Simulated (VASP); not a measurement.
Wanted: the native input for a VASP 6.6.1 run.

- Task: single point
- Functional: PBE
- Potentials or basis: VASP PAW PBE potentials, release 64 (Ta_pv, N)
- Cutoff: 520 eV
- k mesh: 4 × 4 × 6
- Occupations: gaussian, width 0.1 eV
- Spin: collinear spin
- Starting moments: [1.0, 1.0, 1.0, 1.0, 0.0, 0.0] μB
- Dipole correction: no
- Further INCAR settings: ALGO = Normal; EDIFF = 1e-07; NBANDS = 40

The structure of Ta2N lies in POSCAR:

```
Ta2N
1.0
    3.3512412594     -4.4697450305      0.0000000000
    3.3512412594      4.4697450305      0.0000000000
    0.0000000000      0.0000000000      3.3441185741
Ta N
4 2
Direct
    0.7147618236      0.7147618236      0.0000000000
    0.2852381764      0.2852381764      0.0000000000
    0.7706139887      0.2293860113      0.0000000000
    0.2293860113      0.7706139887      0.0000000000
    0.0000000000      0.0000000000      0.3027912828
    0.0000000000      0.0000000000      0.6972087172
```

The cell was built from a structure type or drawn by symmetry, and may not be a known phase.

One way to write it, as run:

INCAR

```
  ALGO = Normal
  EDIFF = 1E-7
  ENCUT = 520
  GGA = PE
  ISIF = 2
  ISMEAR = 0
  ISPIN = 2
  LASPH = T
  LCHARG = F
  LMAXMIX = 4
  LORBIT = 11
  LREAL = F
  LWAVE = F
  MAGMOM = 1 1 1 1 0 0
  NBANDS = 40
  NELM = 150
  PREC = Accurate
  SIGMA = 0.1
```

KPOINTS

```
k-points
0
Gamma
  4 4 6
```

Potentials or basis: VASP PAW PBE potentials, release 64 (Ta_pv, N).

Run with:

```console
$ cat potpaw_PBE.64/Ta_pv/POTCAR potpaw_PBE.64/N/POTCAR > POTCAR
$ mpirun -np 1 vasp_std > vasp.out
```

It gave:

The pressure is 0.2 GPa, the largest force is 0.042 eV/Å and the band gap on the k mesh is zero (filled and empty bands overlap). The net moment is 0.00 μB per cell and the valence electrons inside the program's atomic spheres are Ta 8.91, 8.76 (each value once); N 3.84.

Caveat: spin-orbit coupling is left out, which moves the levels of the heavy elements.

It took 110 s on 1 thread of Intel(R) Xeon(R) 6975P-C (Granite Rapids) (shared host), peak memory 0.35 GiB.
